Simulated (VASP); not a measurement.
# Na: single point with PBEsol

Crystal: Na.

```
Na
1.0
     3.36872    0.00000    0.00000
    -1.68436    2.91740    0.00000
     0.00000    0.00000    5.50873
Na
2
Direct
  0.33333 0.66667 0.25000
  0.66667 0.33333 0.75000
```

This isn't the form of Na at room conditions, which is bcc.

```json
{
  "Program": "VASP 6.6.1",
  "Task": "single point",
  "Functional": "PBEsol",
  "Potentials or basis": "VASP PAW PBE potentials, release 64 (Na_pv)",
  "Cutoff": "520 eV",
  "k mesh": "14 × 14 × 8",
  "Occupations": "fermi-dirac, width 0.08 eV",
  "Spin": "no spin polarisation"
}
```

The pressure is 4.0 GPa and the band gap on the k mesh is zero (bands 7 and 8 overlap by 4.89 eV).

Levels at points of the mesh, in eV from the Fermi level:
| k point | band 5 | band 6 | band 7 | band 8 | band 9 | band 10 |
| --- | --- | --- | --- | --- | --- | --- |
| (0.00, 0.00, 0.00) | -24.61 | -24.61 | -4.01 | 0.58 | 1.30 | 11.87 |
| (0.50, 0.00, 0.00) | -24.63 | -24.62 | 0.23 | 0.53 | 4.34 | 4.68 |
| (0.00, 0.00, 0.50) | -24.61 | -24.61 | -2.73 | -2.73 | 6.64 | 6.64 |
| (0.50, 0.00, 0.50) | -24.63 | -24.63 | 1.22 | 1.22 | 1.95 | 1.95 |

Run time: 86 s on 1 thread of Intel Xeon 8259CL, with other jobs on the host, peak memory 0.21 GiB.

Caveat: the cell stands under pressure; the PAW data sets were made with another functional, which shifts forces and pressure a little.
